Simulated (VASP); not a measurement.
# Ag in VASP: a series of runs

Ag is run at these levels: PBEsol; tasks: single point.

All numbers are computed with VASP 6.6.1; they aren't measurements. Logs are shortened: lines on timing, memory, paths and dates and some standing lists are left out, and cuts for length are marked.

### 1 The cell of the first run

It takes space group I4/mmm (No. 139, tetragonal). Conventional cell: a = 2.962 Å, b = 2.962 Å, c = 4.291 Å, α = 90.00°, β = 90.00°, γ = 90.00°. Ag (site symmetry 4/mmm) has 12 Ag at 2.96 to 3.00 Å within 3.9 Å.

### 2 Single point, PBEsol (strain +0.025 along x and y, +0.050 along z)

Input file INCAR:

```
SYSTEM = Ag
PREC = Accurate ; ENCUT = 520
EDIFF = 1E-6 ; ISMEAR = 0
SIGMA = 0.15 ; LREAL = .False.
LASPH = .True. ; NELM = 60
ALGO = Fast ; ISIF = 2
LWAVE = .False. ; LCHARG = .True.
GGA = PS ; LELF = .True.
LVHAR = .True. ; NBANDS = 12
```

Input file KPOINTS:

```
regular mesh
0
Gamma
  20 20 20
  0 0 0
```

Input file POSCAR:

```
Ag
1.0
    0.0000000000      2.0941775000      2.1452550000
    2.0941775000      0.0000000000      2.1452550000
    2.0941775000      2.0941775000      0.0000000000
Ag
1
Direct
    0.0000000000      0.0000000000      0.0000000000
```

Potentials or basis: VASP PAW PBE potentials, release 64 (Ag).

On the command line:

```bash
$ cat potpaw_PBE.64/Ag/POTCAR > POTCAR
$ mpirun -np 1 vasp_std > vasp.out
```

OUTCAR:

```text
SYSTEM = Ag
   PREC = Accurate
   ENCUT = 520
   EDIFF = 1E-6
   ISMEAR = 0
   LREAL = .False.
   LASPH = .True.
   NELM = 60
   ISIF = 2
   GGA = PS

 ion  position               nearest neighbor table
   1  0.000  0.000  0.000-

  LATTYP: Found a body centered tetragonal cell.
 ALAT       =     2.9616142225
 C/A-ratio  =     1.4487065761

  Lattice vectors:

 A1 = (  -2.0941775000,   0.0000000000,   2.1452550000)
 A2 = (   2.0941775000,   0.0000000000,   2.1452550000)
 A3 = (   0.0000000000,   2.0941775000,  -2.1452550000)

Analysis of symmetry for initial positions (statically):
=====================================================================
 Subroutine PRICEL returns:
 Original cell was already a primitive cell.

 Routine SETGRP: Setting up the symmetry group for a
 body centered tetragonal supercell.

 Subroutine GETGRP returns: Found 16 space group operations
 (whereof 16 operations were pure point group operations)
 out of a pool of 16 trial point group operations.

The static configuration has the point symmetry D_4h.

Analysis of symmetry for dynamics (positions and initial velocities):
=====================================================================
 Subroutine PRICEL returns:
 Original cell was already a primitive cell.

 Routine SETGRP: Setting up the symmetry group for a
 body centered tetragonal supercell.

 Subroutine GETGRP returns: Found 16 space group operations
 (whereof 16 operations were pure point group operations)
 out of a pool of 16 trial point group operations.

The dynamic configuration has the point symmetry D_4h.

 Subroutine INISYM returns: Found 16 space group operations
 (whereof 16 operations are pure point group operations),
 and found     1 'primitive' translations

----------------------------------------------------------------------------------------

                                     Primitive cell

  volume of cell :      18.8164

  direct lattice vectors                    reciprocal lattice vectors
     0.000000000  2.094177500  2.145255000    -0.238757221  0.238757221  0.233072525
     2.094177500  0.000000000  2.145255000     0.238757221 -0.238757221  0.233072525
     2.094177500  2.094177500  0.000000000     0.238757221  0.238757221 -0.233072525

  length of vectors
     2.997949035  2.997949035  2.961614223     0.410283832  0.410283832  0.410283832

  position of ions in fractional coordinates (direct lattice)
     0.000000000  0.000000000  0.000000000

  ion indices of the primitive-cell ions
   primitive index   ion index
                 1           1

----------------------------------------------------------------------------------------

 KPOINTS: regular mesh

Automatic generation of k-mesh.
 Grid dimensions read from file:
 generate k-points for:   20   20   20

 Generating k-lattice:

  Cartesian coordinates                     Fractional coordinates (reciprocal lattice)
    -0.011937861  0.011937861  0.011653626     0.050000000  0.000000000  0.000000000
     0.011937861 -0.011937861  0.011653626     0.000000000  0.050000000  0.000000000
     0.011937861  0.011937861 -0.011653626    -0.000000000 -0.000000000  0.050000000

  Length of vectors
     0.020514192  0.020514192  0.020514192

  Shift w.r.t. Gamma in fractional coordinates (k-lattice)
     0.000000000  0.000000000  0.000000000

 Subroutine IBZKPT returns following result:
 ===========================================

 Found    641 irreducible k-points:

 Following reciprocal coordinates:
            Coordinates               Weight
  0.000000  0.000000  0.000000      1.000000
  0.050000  0.000000  0.000000      8.000000
  0.100000  0.000000  0.000000      8.000000
  0.150000  0.000000  0.000000      8.000000
  0.200000  0.000000  0.000000      8.000000
  0.250000  0.000000  0.000000      8.000000
[... 16 lines left out ...]
 -0.400000  0.050000  0.000000      8.000000
 -0.350000  0.050000  0.000000      8.000000
 [... further k-points ...]
   k-points           NKPTS =    641   k-points in BZ     NKDIM =    641   number of bands    NBANDS=     12
   number of dos      NEDOS =    301   number of ions     NIONS =      1
   total plane-waves  NPLWV =  13824
   dimension x,y,z NGX =    24 NGY =   24 NGZ =   24
   dimension x,y,z NGXF=    48 NGYF=   48 NGZF=   48
   ions per type =               1
   NGX,Y,Z   is equivalent  to a cutoff of  13.31, 13.31, 13.47 a.u.
   NGXF,Y,Z  is equivalent  to a cutoff of  26.62, 26.62, 26.94 a.u.
 SYSTEM =  Ag
   PREC   = accura    normal or accurate (medium, high low for compatibility)
   ISTART =      0    job   : 0-new  1-cont  2-samecut
   ICHARG =      2    charge: 1-file 2-atom 10-const
   ISPIN  =      1    spin polarized calculation?
   LNONCOLLINEAR =      F non collinear calculations
   LSORBIT =      F    spin-orbit coupling
   LASPH  =      T    aspherical Exc in radial PAW
   ENCUT  =  520.0 eV  38.22 Ry    6.18 a.u.   5.57  5.57  5.51*2*pi/ulx,y,z
   NELM   =     60;   NELMIN=  2; NELMDL= -5     # of ELM steps
   EDIFF  = 0.1E-05   stopping-criterion for ELM
   LREAL  =      F    real-space projection
   EDIFFG = 0.1E-04   stopping-criterion for IOM
   NSW    =      0    number of steps for IOM
   IBRION =     -1    ionic relax: 0-MD 1-quasi-New 2-CG
   NFREE  =      0    steps in history (QN), initial steepest desc. (CG)
   ISIF   =      2    stress and relaxation
   ISYM   =      2    0-nonsym 1-usesym 2-fastsym
   POTIM  = 0.5000    time-step for ionic-motion
   TEBEG  =    0.0;   TEEND  =   0.0 temperature during run
   PSTRESS=    0.0 pullay stress
   NELECT =      11.0000    total number of electrons
   NUPDOWN=      -1.0000    fix difference up-down
   EMIN   =  10.00;   EMAX   =-10.00  energy-range for DOS
   EFERMI =   0.00;   METHOD = LEGACY
   ISMEAR =     0;   SIGMA  =   0.15  broadening in eV -4-tet -1-fermi 0-gaus
   EFERMI_NEDOS =   21; number of points for ismear=-14 and -15
   IALGO  =     68    algorithm
   IMIX   =      4    mixing-type and parameters
     AMIX     =   0.40;   BMIX     =  1.00
     AMIX_MAG =   1.60;   BMIX_MAG =  1.00
  volume/ion in A,a.u.               =      18.82       126.98
  Fermi-wavevector in a.u.,A,eV,Ry     =   1.368864  2.586779 25.494457  1.873790
  Thomas-Fermi vector in A             =   2.494791
   LORBIT       =      0    0 simple, 1 ext, 2 COOP (PROOUT), +10 PAW based schemes
   GGA     = PS    functional components
   LHFCALC =     F    Hartree Fock is set to
   AEXX    =    0.0000 exact exchange contribution
   IVDW    =     0    specifies the selected vdW correction
   LEPSILON=     F    determine dielectric tensor
   LRPA    =     F    only Hartree local field effects (RPA)
 non-spin polarized calculation
 RMM-DIIS sequential band-by-band and
 Gauss-broadening in eV      SIGMA  =   0.15
  energy-cutoff  :      520.00
  volume of cell :       18.82
 maximum number of plane-waves:       532
   NGX = 11   NGY = 11   NGZ = 11

 number of electron      11.0000002 magnetization

 Free energy of the ion-electron system (eV)
  ---------------------------------------------------
  ext. energy  EPLUGINS =         0.00000000
  ---------------------------------------------------
  free energy    TOTEN  =        -3.23211828 eV

  energy without entropy =       -3.22962623  energy(sigma->0) =       -3.23087225

 E-fermi :   6.9243     XC(G=0): -11.8335

 val. band max:        6.9210562535   @ k =  -0.1500   0.3500   0.2000
 cond. band min:       6.9366719554   @ k =   0.5000   0.1000   0.3000
 fundamental gap:      0.0156157019
 Fermi energy:         6.9243269508

 k-point     1 :       0.0000    0.0000    0.0000
  band No.  band energies     occupation
      1      -0.1932      2.00000
      2       2.4119      2.00000
      3       2.5449      2.00000
      4       2.5449      2.00000
      5       3.3079      2.00000
      6       3.4437      2.00000
      7      22.6836      0.00000
      8      25.5246      0.00000
      9      25.7411      0.00000
     10      25.7411      0.00000
     11      30.2627      0.00000
     12      30.7460      0.00000

 k-point     2 :       0.0500    0.0000    0.0000
  band No.  band energies     occupation
      1      -0.1207      2.00000
      2       2.4191      2.00000
      3       2.5415      2.00000
      4       2.5636      2.00000
      5       3.3024      2.00000
      6       3.4352      2.00000
      7      22.6746      0.00000
      8      24.9570      0.00000
      9      25.6122      0.00000
     10      25.7468      0.00000
     11      30.1883      0.00000
     12      30.7421      0.00000

 k-point     3 :       0.1000    0.0000    0.0000
  band No.  band energies     occupation
      1       0.0911      2.00000
      2       2.4193      2.00000
      3       2.5543      2.00000
      4       2.6142      2.00000
      5       3.2924      2.00000
      6       3.4153      2.00000
      7      22.3669      0.00000
      8      23.8027      0.00000
      9      25.6095      0.00000
     10      25.7529      0.00000
     11      29.4786      0.00000
     12      30.5869      0.00000
[... 286 lines left out ...]
 k-point    23 :      -0.4000    0.0500    0.0000
  band No.  band energies     occupation
      1       1.2048      2.00000
      2       2.4438      2.00000
      3       2.6008      2.00000
      4       3.8782      2.00000
      5       3.8865      2.00000
      6       5.7797      2.00000
      7      11.5444      0.00000
      8      21.6475      0.00000
      9      23.2561      0.00000
     10      24.4888      0.00000
     11      28.6616      0.00000
     12      28.6639      0.00000

 k-point    24 :      -0.3500    0.0500    0.0000
  band No.  band energies     occupation
      1       1.2487      2.00000
      2       2.4918      2.00000
      3       2.6436      2.00000
      4       3.6923      2.00000
      5       3.7463      2.00000
      6       4.8152      2.00000
      7      13.1242      0.00000
      8      21.8102      0.00000
      9      23.5533      0.00000
     10      25.1335      0.00000
     11      28.5755      0.00000
     12      28.6447      0.00000

 [... further k-points ...]

------------------------ aborting loop because EDIFF is reached ----------------------------------------

  FORCE on cell =-STRESS in cart. coord.  units (eV):
  Direction    XX          YY          ZZ          XY          YZ          ZX
  --------------------------------------------------------------------------------------
  -------------------------------------------------------------------------------------
  Total       -1.1769454     -1.1769454     -1.2611175      0.0000000      0.0000000      0.0000000
  in kB     -100.2146029   -100.2146029   -107.3816890      0.0000000      0.0000000      0.0000000
  external PRESSURE =    -102.6036316 kB  Pullay stress =       0.0000000 kB

 VOLUME and BASIS-vectors are now :
 -----------------------------------------------------------------------------
  energy-cutoff  :      520.00
  volume of cell :       18.82
      direct lattice vectors                 reciprocal lattice vectors
     0.000000000  2.094177500  2.145255000    -0.238757221  0.238757221  0.233072525
     2.094177500  0.000000000  2.145255000     0.238757221 -0.238757221  0.233072525
     2.094177500  2.094177500  0.000000000     0.238757221  0.238757221 -0.233072525

 POSITION                                       TOTAL-FORCE (eV/Angst)
 -----------------------------------------------------------------------------------
      0.00000      0.00000      0.00000         0.000000      0.000000      0.000000
 -----------------------------------------------------------------------------------
    total drift:                               -0.000000      0.000000     -0.000000

  FREE ENERGIE OF THE ION-ELECTRON SYSTEM (eV)
  ---------------------------------------------------
  free  energy   TOTEN  =        -3.2321182752 eV

  energy  without entropy=       -3.2296262251  energy(sigma->0) =       -3.23087225
```

Run time: 72 s. Hardware: 1 thread of Intel Xeon 6975P-C, shared host; peak memory 0.26 GiB.

What came out:

* Free energy: -3.2321 eV
* Pressure: -10.3 GPa

Caveat: the cell differs from its parent crystal (strain +0.025 along x and y, +0.050 along z); the PAW data sets were made with another functional, which shifts forces and pressure a little.

### 3 Single point, PBEsol (strain -0.050 along x and y, -0.050 along z)

Input file INCAR:

```
SYSTEM = Ag
  ALGO = Fast
  EDIFF = 1E-6
  ENCUT = 520
  GGA = PS
  ISIF = 2
  ISMEAR = 0
  LASPH = .TRUE.
  LCHARG = .TRUE.
  LELF = .TRUE.
  LREAL = .FALSE.
  LVHAR = .TRUE.
  LWAVE = .FALSE.
  NBANDS = 12
  NELM = 80
  PREC = Accurate
  SIGMA = 0.15
```

Input file KPOINTS:

```
k-points
0
G
  20 20 20
  0 0 0
```

Input file POSCAR:

```
Ag
1.0
    0.0000000000      1.9409450000      1.9409450000
    1.9409450000      0.0000000000      1.9409450000
    1.9409450000      1.9409450000      0.0000000000
Ag
1
Direct
    0.0000000000      0.0000000000      0.0000000000
```

Potentials or basis: VASP PAW PBE potentials, release 64 (Ag).

On the command line:

```bash
$ cat potpaw_PBE.64/Ag/POTCAR > POTCAR
$ mpirun -np 1 vasp_std > vasp.out
```

It took 20 s on 1 thread of Intel Xeon 6975P-C (Granite Rapids), shared host; peak memory 0.16 GiB.

Results (log left out):

* Free energy: -3.1919 eV
* Pressure: 21.9 GPa

Levels at points of the mesh, in eV from the Fermi level:
```
           k point  band 3  band 4  band 5  band 6  band 7  band 8  band 9  band 10
(0.00, 0.00, 0.00)   -5.42   -5.42   -4.05   -4.05   16.21   20.70   20.70    20.70
(0.50, 0.00, 0.00)   -5.45   -3.00   -3.00   -0.92    4.52   15.47   19.38    19.38
(0.50, 0.50, 0.00)   -3.04   -2.73   -2.73    1.38    8.01   11.37   11.37    19.13
```

Caveat: the cell differs from its parent crystal (strain -0.050 along x and y, -0.050 along z); the PAW data sets were made with another functional, which shifts forces and pressure a little.

### 4 Single point, PBEsol (strain -0.025 along x and y, -0.025 along z)

Input file INCAR:

```
ALGO = Normal ; EDIFF = 1E-6
ENCUT = 520 ; GGA = PS
ISIF = 2 ; ISMEAR = 0
LASPH = True ; LCHARG = True
LELF = True ; LREAL = False
LVHAR = True ; LWAVE = False
NBANDS = 12 ; NELM = 100
PREC = Accurate ; SIGMA = 0.15
```

Input file KPOINTS:

```
k-points
0
Gamma
  20 20 20
```

Input file POSCAR:

```
Ag
1.0
    0.0000000000      1.9920225000      1.9920225000
    1.9920225000      0.0000000000      1.9920225000
    1.9920225000      1.9920225000      0.0000000000
Ag
1
Direct
    0.0000000000      0.0000000000      0.0000000000
```

Potentials or basis: VASP PAW PBE potentials, release 64 (Ag).

On the command line:

```bash
$ cat potpaw_PBE.64/Ag/POTCAR > POTCAR
$ mpirun -np 1 vasp_std > vasp.out
```

OUTCAR:

```text
EDIFF = 1E-6
   ENCUT = 520
   GGA = PS
   ISIF = 2
   ISMEAR = 0
   LASPH = True
   LREAL = False
   NELM = 100
   PREC = Accurate

 ion  position               nearest neighbor table
   1  0.000  0.000  0.000-

  LATTYP: Found a face centered cubic cell.
 ALAT       =     3.9840450000

  Lattice vectors:

 A1 = (   0.0000000000,   1.9920225000,   1.9920225000)
 A2 = (   1.9920225000,   0.0000000000,   1.9920225000)
 A3 = (   1.9920225000,   1.9920225000,   0.0000000000)

[... 538 lines left out ...]
     12      33.1911      0.00000

 [... further k-points ...]

------------------------ aborting loop because EDIFF is reached ----------------------------------------

  FORCE on cell =-STRESS in cart. coord.  units (eV):
  Direction    XX          YY          ZZ          XY          YZ          ZX
  --------------------------------------------------------------------------------------
  -------------------------------------------------------------------------------------
  Total        0.6841564      0.6841564      0.6841564      0.0000000     -0.0000000      0.0000000
  in kB       69.3351229     69.3351229     69.3351229      0.0000000     -0.0000000      0.0000000
  external PRESSURE =      69.3351229 kB  Pullay stress =       0.0000000 kB

 VOLUME and BASIS-vectors are now :
 -----------------------------------------------------------------------------
  energy-cutoff  :      520.00
  volume of cell :       15.81
      direct lattice vectors                 reciprocal lattice vectors
     0.000000000  1.992022500  1.992022500    -0.251001181  0.251001181  0.251001181
     1.992022500  0.000000000  1.992022500     0.251001181 -0.251001181  0.251001181
     1.992022500  1.992022500  0.000000000     0.251001181  0.251001181 -0.251001181

 POSITION                                       TOTAL-FORCE (eV/Angst)
 -----------------------------------------------------------------------------------
      0.00000      0.00000      0.00000         0.000000      0.000000      0.000000
 -----------------------------------------------------------------------------------
    total drift:                               -0.000000      0.000000      0.000000

  FREE ENERGIE OF THE ION-ELECTRON SYSTEM (eV)
  ---------------------------------------------------
  free  energy   TOTEN  =        -3.2952994032 eV

  energy  without entropy=       -3.2928399530  energy(sigma->0) =       -3.29406968
```

It took 19 s on 1 thread of Intel Xeon 6975P-C (Granite Rapids), shared host; peak memory 0.17 GiB.

What came out:

```yaml
Free_energy: -3.2953 eV
Pressure: 6.9 GPa
```

Caveat: the cell differs from its parent crystal (strain -0.025 along x and y, -0.025 along z); the PAW data sets were made with another functional, which shifts forces and pressure a little.

### 5 Overview

```csv
cell,gap on the mesh (eV),pressure (GPa)
"a = 2.998, b = 2.998, c = 2.962 Å, angles 60.4, 60.4, 59.2°, 1 atom",none,-10.3
"a = 2.745 Å, angles 60.0°, 1 atom",none,21.9
"a = 2.817 Å, angles 60.0°, 1 atom",none,6.9
```

Alike in all rows: task single point; level PBEsol; potentials or basis VASP PAW PBE potentials, release 64 (Ag); no spin polarisation; k mesh 20 × 20 × 20; cutoff (eV) 520; smearing gaussian 0.15 eV.

Caveats: the PAW data sets were made with another functional, which shifts forces and pressure a little.

Total energies depend on the potentials used, so only differences within one code and one set of settings carry meaning.
